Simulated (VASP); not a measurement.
# Ba8Zr8SbO23 (a cell with a defect): single point with PBEsol

System: Ba8Zr8SbO23 (a cell with a defect).

```xyz
40
Lattice="8.3620 0.0000 0.0000 0.0000 8.3620 0.0000 0.0000 0.0000 8.3620" Properties=species:S:1:pos:R:3 pbc="T T T"
Ba    8.2671    8.2336    8.3550
Ba    8.1276    8.1404    4.1729
Ba    8.2671    4.3184    8.3530
Ba    8.2009    4.3754    4.1740
Ba    4.2567    8.2829    0.0061
Ba    4.2531    0.0663    4.1692
Ba    4.2533    4.2664    8.3444
Ba    4.1701    4.1372    4.1670
Zr    2.0315    2.1141    1.6798
Zr    2.0408    2.0929    6.6717
Zr    2.0630    6.2925    2.0381
Zr    2.0642    6.2841    6.3142
Zr    6.2792    2.0906    2.0566
Zr    6.2826    2.0925    6.2902
Zr    6.2094    6.2568    2.0910
Zr    6.2095    6.2604    6.2604
O     3.0856    2.0969    0.0013
O     1.8435    6.2354    8.3547
O     2.1169    6.2768    4.1729
O     6.0277    2.0714    8.3570
O     6.6143    2.0875    4.1738
O     6.3132    6.2681    8.3571
O     6.0825    6.2283    4.1760
O     0.0189    2.1033    1.4944
O     0.0267    2.0865    6.8886
O     8.3130    6.2583    2.1972
O     8.3118    6.2789    6.1538
O     4.3038    2.0764    2.3229
O     4.3041    2.1167    6.0475
O     4.1563    6.2802    1.9847
O     4.1569    6.2577    6.3624
O     2.0814    8.3321    1.7176
O     2.1196    8.3347    6.6532
O     2.1189    4.2013    1.7647
O     2.0950    4.2043    6.5706
O     6.3170    8.3364    2.1244
O     6.2919    8.3389    6.2266
O     6.3028    4.1929    2.0992
O     6.3320    4.1936    6.2508
Sb    1.7733    2.0089    4.1766
```

```yaml
Program: VASP 6.6.1
Task: single point
Functional: PBEsol
Potentials_or_basis: VASP PAW PBE potentials, release 64 (Ba_sv, Zr_sv, O, Sb)
Cutoff: 520 eV
k_mesh: 1 × 1 × 1
Occupations: fermi-dirac, width 0.05 eV
Spin: no spin polarisation
Dipole_correction: no
Charge: -1
Further_INCAR_settings: LREAL = Auto; ALGO = Normal; EDIFF = 1e-06; NBANDS = 186; NELECT = 320.0
```

```json
{"Largest force": "0.723 eV/Å"}
```

Forces in eV/Å, atoms in the order of the input:
```
Ba  -0.092 -0.018  0.046
Ba   0.142 -0.021 -0.028
Ba  -0.029 -0.019  0.004
Ba   0.107  0.009  0.019
Ba   0.164 -0.179 -0.037
Ba   0.074  0.020  0.050
Ba   0.134  0.200  0.017
Ba   0.122 -0.102  0.021
Zr  -0.430  0.036  0.581
Zr  -0.449  0.081 -0.545
Zr   0.153  0.219  0.285
Zr   0.167  0.180 -0.308
Zr  -0.475  0.094 -0.056
Zr  -0.507  0.032  0.033
Zr  -0.275  0.105 -0.320
Zr  -0.308  0.069  0.300
O   -0.525 -0.033 -0.043
O   -0.584 -0.130  0.013
O   -0.270 -0.104  0.018
O   -0.094 -0.082  0.010
O    0.257 -0.052  0.056
O    0.014 -0.034 -0.014
O   -0.343 -0.039  0.002
O    0.027 -0.005 -0.332
O    0.008  0.040  0.262
O    0.045 -0.040  0.211
O    0.078  0.006 -0.228
O    0.279  0.007  0.110
O    0.361  0.064 -0.156
O   -0.028 -0.026  0.102
O   -0.027 -0.021 -0.095
O    0.311 -0.086 -0.473
O    0.267 -0.106  0.415
O    0.280  0.046 -0.355
O    0.293  0.010  0.414
O    0.243 -0.086  0.181
O    0.282 -0.061 -0.190
O    0.261  0.024  0.205
O    0.267  0.043 -0.191
Sb   0.100 -0.040  0.015
```

Levels at points of the mesh, in eV from the Fermi level:
```
           k point  band 157  band 158  band 159  band 160  band 161  band 162  band 163  band 164
(0.00, 0.00, 0.00)     -2.55     -1.07     -0.51     -0.48      0.48      0.51      0.68      1.02
```

It took 5.5 min on 1 thread of Intel Xeon 8259CL, on a shared host, peak memory 0.58 GiB.

Caveat: the k points lie up to 0.75 Å⁻¹ apart; the cell carries a net charge on a neutralising background, which shifts energy and pressure; the cell is charged against a uniform background, so pressure and absolute levels hang on convention; the PAW data sets were made with another functional, which shifts forces and pressure a little; spin-orbit coupling is left out, which moves the levels of the heavy elements.
